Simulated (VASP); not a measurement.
# C (Ccce) in VASP: a series of runs, part 2 of 2

VASP 6.6.1.

**4. Relaxation of cell and atoms, PBE**

INCAR

```
  ALGO = Normal
  EDIFF = 1E-6
  EDIFFG = -0.01
  ENCUT = 600
  GGA = PE
  IBRION = 2
  ISIF = 3
  ISMEAR = 0
  LASPH = True
  LCHARG = False
  LREAL = False
  LWAVE = False
  NELM = 100
  NSW = 100
  PREC = Accurate
  SIGMA = 0.02
```

KPOINTS

```
k-points
0
Gamma
  12 12 6
```

POSCAR

```
C
1.0
    1.2891399233     -2.2755728613      0.0000000000
    1.2891399233      2.2755728613      0.0000000000
    0.0000000000      0.0000000000      5.6606124500
C
6
Direct
    0.0000000000      0.5000000000      0.3329233737
    0.5000000000      0.0000000000      0.6670766263
    0.5000000000      0.0000000000      0.1670766263
    0.0000000000      0.5000000000      0.8329233737
    0.0000000000      0.0000000000      0.5000000000
    0.5000000000      0.5000000000      0.0000000000
```

Potentials or basis: VASP PAW PBE potentials, release 64 (C).

The run is started by

```bash
> cat potpaw_PBE.64/C/POTCAR > POTCAR
> mpirun -np 1 vasp_std > vasp.out
```

OUTCAR:

```text
EDIFF = 1E-6
   EDIFFG = -0.01
   ENCUT = 600
   GGA = PE
   IBRION = 2
   ISIF = 3
   ISMEAR = 0
   LASPH = True
   LREAL = False
   NELM = 100
   NSW = 100
   PREC = Accurate

 ion  position               nearest neighbor table
   1  0.000  0.500  0.333-   3 1.59   3 1.59   5 1.61   5 1.61
   2  0.500  0.000  0.667-   4 1.59   4 1.59   5 1.61   5 1.61
   3  0.500  0.000  0.167-   1 1.59   1 1.59   6 1.61   6 1.61
   4  0.000  0.500  0.833-   2 1.59   2 1.59   6 1.61   6 1.61
   5  0.000  0.000  0.500-   1 1.61   2 1.61   1 1.61   2 1.61
   6  0.500  0.500  0.000-   3 1.61   4 1.61   3 1.61   4 1.61

  LATTYP: Found a base centered orthorhombic cell.
 ALAT       =     2.5782798466
 B/A-ratio  =     1.7651868662
 C/A-ratio  =     2.1954996303

  Lattice vectors:

 A1 = (   1.2891399233,  -2.2755728613,   0.0000000000)
[... 273 lines left out ...]
  ext. energy  EPLUGINS =         0.00000000
  ---------------------------------------------------
  free energy    TOTEN  =       -46.84157591 eV

  energy without entropy =      -46.84157591  energy(sigma->0) =      -46.84157591

 E-fermi :  10.9234     XC(G=0): -13.6601

 val. band max:       10.8427933144   @ k =   0.0000   0.0000   0.0000
 cond. band min:      11.6799654345   @ k =   0.5000   0.5000   0.0000
 fundamental gap:      0.8371721202
 Fermi energy:        10.9234102199

 k-point     1 :       0.0000    0.0000    0.0000
  band No.  band energies     occupation
      1     -11.4981      2.00000
      2      -7.7778      2.00000
      3      -7.7346      2.00000
      4       2.5712      2.00000
      5       2.6125      2.00000
      6       5.0209      2.00000
[... 433 lines left out ...]
      3      -4.8349      2.00000
      4      -0.7880      2.00000
      5       0.2067      2.00000
      6       1.9588      2.00000
[... 8 lines left out ...]
     15      16.9968      0.00000
     16      17.2463      0.00000

 [... further k-points ...]
[... 5 lines left out ...]
  --------------------------------------------------------------------------------------
  -------------------------------------------------------------------------------------
  Total        0.0069805     -0.0013940      0.0045347      0.0000000      0.0000000      0.0000000
  in kB        0.3365556     -0.0672120      0.2186339      0.0000000      0.0000000      0.0000000
  external PRESSURE =       0.1626592 kB  Pullay stress =       0.0000000 kB
[... 21 lines left out ...]
  FREE ENERGIE OF THE ION-ELECTRON SYSTEM (eV)
  ---------------------------------------------------
  free  energy   TOTEN  =       -46.8415759092 eV

  energy  without entropy=      -46.8415759092  energy(sigma->0) =      -46.84157591

 reached required accuracy - stopping structural energy minimisation
```

CONTCAR:

```text
C
   1.00000000000000
     1.2893748785550863   -2.2760393052106589    0.0000000000000000
     1.2893748785550863    2.2760393052106589    0.0000000000000000
     0.0000000000000000    0.0000000000000000    5.6617402151280452
  C
     6
Direct
     0.0000000000000000    0.5000000000000000    0.3329618319371692
     0.5000000000000000    0.0000000000000000    0.6670381680628308
     0.5000000000000000    0.0000000000000000    0.1670381680628308
     0.0000000000000000    0.5000000000000000    0.8329618319371692
     0.0000000000000000    0.0000000000000000    0.5000000000000000
     0.5000000000000000    0.5000000000000000    0.0000000000000000

  0.00000000E+00  0.00000000E+00  0.00000000E+00
  0.00000000E+00  0.00000000E+00  0.00000000E+00
  0.00000000E+00  0.00000000E+00  0.00000000E+00
  0.00000000E+00  0.00000000E+00  0.00000000E+00
  0.00000000E+00  0.00000000E+00  0.00000000E+00
  0.00000000E+00  0.00000000E+00  0.00000000E+00
```

Wall time 61 s (1 thread of Intel Xeon 6975P-C (Granite Rapids), shared host); peak memory 0.21 GiB.

Results:

```yaml
Free_energy: -46.8416 eV
Relaxed_volume: 5.54 Å³/atom
Relaxed_cell: a = 2.616 Å, b = 2.616 Å, c = 5.662 Å, α = 90.00°, β = 90.00°, γ = 120.94°
Space_group_after_relaxing_to_0.05_Å: Ccce (No. 68)
Energy_gained_by_relaxing: 0.0 meV/atom
Ionic_steps: 3
Pressure_after_relaxing: 0.0 GPa
Band_gap_on_the_k_mesh: 0.84 eV, indirect (least direct gap 2.55 eV)
```

Forces in eV/Å, atoms in the order of the input:
```
C    0.000  0.000 -0.002
C    0.000  0.000  0.002
C    0.000  0.000  0.002
C    0.000  0.000 -0.002
C    0.000  0.000  0.000
C    0.000  0.000  0.000
```

Final structure:
```
C
1.0
     1.28937   -2.27604    0.00000
     1.28937    2.27604    0.00000
     0.00000    0.00000    5.66174
C
6
Direct
  0.00000 0.50000 0.33296
  0.50000 0.00000 0.66704
  0.50000 0.00000 0.16704
  0.00000 0.50000 0.83296
  0.00000 0.00000 0.50000
  0.50000 0.50000 0.00000
```

A k mesh can miss the band edges. As with any semilocal functional, this PBE gap is likely too small.

**5. Overview**

| task | cell | k mesh | cutoff (eV) | smearing | gap on the mesh (eV) | pressure (GPa) | relaxed volume (Å³/atom) | largest force (eV/Å) |
| --- | --- | --- | --- | --- | --- | --- | --- | --- |
| single point | a = 2.616, b = 2.616, c = 5.661 Å, angles 90.0, 90.0, 120.9°, 6 atoms | 12 × 12 × 6 | 520 | gaussian 0.02 eV | 0.84 | 0.5 | - | 0.01 |
| relaxation of cell and atoms | relaxed from a = 2.385, b = 2.385, c = 5.656 Å, angles 90.0, 90.0, 120.0°, 6 atoms | 12 × 12 × 4 | 600 | gaussian 0.1 eV | 0.84 | -0.4 | 5.55 | 0.02 |
| relaxation of cell and atoms | relaxed from a = 2.615, b = 2.615, c = 5.661 Å, angles 90.0, 90.0, 120.9°, 6 atoms | 12 × 12 × 6 | 600 | gaussian 0.02 eV | 0.84 | 0.0 | 5.54 | - |

Alike in all rows: level PBE; potentials or basis VASP PAW PBE potentials, release 64 (C); no spin polarisation.

Caveats: the volume moved by over 15 % at a fixed basis, so the end points are rough (some runs).

Absolute energies hang on the potentials; compare differences alone.
